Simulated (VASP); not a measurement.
A run of VASP 6.6.1 is set up as follows.

INCAR

```
ALGO = Normal ; EDIFF = 1E-6
ENCUT = 520 ; GGA = CA
ISIF = 2 ; ISMEAR = 1
LASPH = T ; LCHARG = F
LREAL = F ; LWAVE = F
NBANDS = 26 ; NELM = 60
PREC = Accurate ; SIGMA = 0.5
```

KPOINTS

```
k-points
0
Gamma
  4 4 4
```

Contents of POSCAR:

```
K3Sr
1.0
    0.0000000000      5.1658560000      5.1658560000
    5.1658560000      0.0000000000      5.1658560000
    5.1658560000      5.1658560000      0.0000000000
K Sr
3 1
Direct
    0.2500000000      0.2500000000      0.2500000000
    0.7500000000      0.7500000000      0.7500000000
    0.5000000000      0.5000000000      0.5000000000
    0.0000000000      0.0000000000      0.0000000000
```

Potentials or basis: VASP PAW LDA potentials, release 64 (K_sv, Sr_sv).

Command:

```console
$ cat potpaw_LDA.64/K_sv/POTCAR potpaw_LDA.64/Sr_sv/POTCAR > POTCAR
$ mpirun -np 1 vasp_std > vasp.out
```

Question: Estimate the pressure.

Answer: -0.7 GPa.
